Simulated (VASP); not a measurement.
Set up this calculation in VASP 6.6.1, as the native input.

```
Task                   : single point
Functional             : PBE
Potentials or basis    : VASP PAW PBE potentials, release 64 (Re, S, I)
Cutoff                 : 520 eV
k mesh                 : 4 × 4 × 4
Occupations            : gaussian, width 0.1 eV
Spin                   : collinear spin
Starting moments       : [1.0, 0.0, 0.0, 0.0, 0.0] μB
Dipole correction      : no
Further INCAR settings : ALGO = Normal; EDIFF = 1e-07; NBANDS = 28
```

The structure of ReS2I2 lies in POSCAR:

```
ReS2I2
1.0
    1.6958341828    -11.3732163806      0.0000000000
    1.6958341828     11.3732163806      0.0000000000
    0.0000000000      0.0000000000      3.3642541002
Re S I
1 2 2
Direct
    0.0000000000      0.0000000000      0.0000000000
    0.7772710206      0.2227289794      0.0000000000
    0.2227289794      0.7772710206      0.0000000000
    0.5738096539      0.4261903461      0.5000000000
    0.4261903461      0.5738096539      0.5000000000
```

The cell was built from a structure type or drawn by symmetry, and may not be a known phase.

One way to write it, as run:

INCAR

```
PREC = Accurate
ENCUT = 520
EDIFF = 1E-7
ISMEAR = 0
SIGMA = 0.1
LREAL = False
LASPH = True
NELM = 150
ALGO = Normal
ISIF = 2
LWAVE = False
LCHARG = False
ISPIN = 2
MAGMOM = 1 0 0 0 0
LORBIT = 11
LMAXMIX = 4
GGA = PE
NBANDS = 28
```

KPOINTS

```
Automatic mesh
0
Gamma
  4 4 4
```

Potentials or basis: VASP PAW PBE potentials, release 64 (Re, S, I).

Command:

```bash
$ cat potpaw_PBE.64/Re/POTCAR potpaw_PBE.64/S/POTCAR potpaw_PBE.64/I/POTCAR > POTCAR
$ mpirun -np 1 vasp_std > vasp.out
```

It gave:

* Pressure: 0.0 GPa
* Largest force: 0.101 eV/Å
* Net moment: 0.00 μB per cell
* Valence electrons inside the program's atomic spheres: Re 5.55; S 3.61; I 4.26

Caveat: the k points lie up to 0.47 Å⁻¹ apart.

Run time: 7 min on 1 thread of AMD EPYC 9R45 96-Core Processor (Zen 5), with other jobs on the host, peak memory 0.68 GiB.
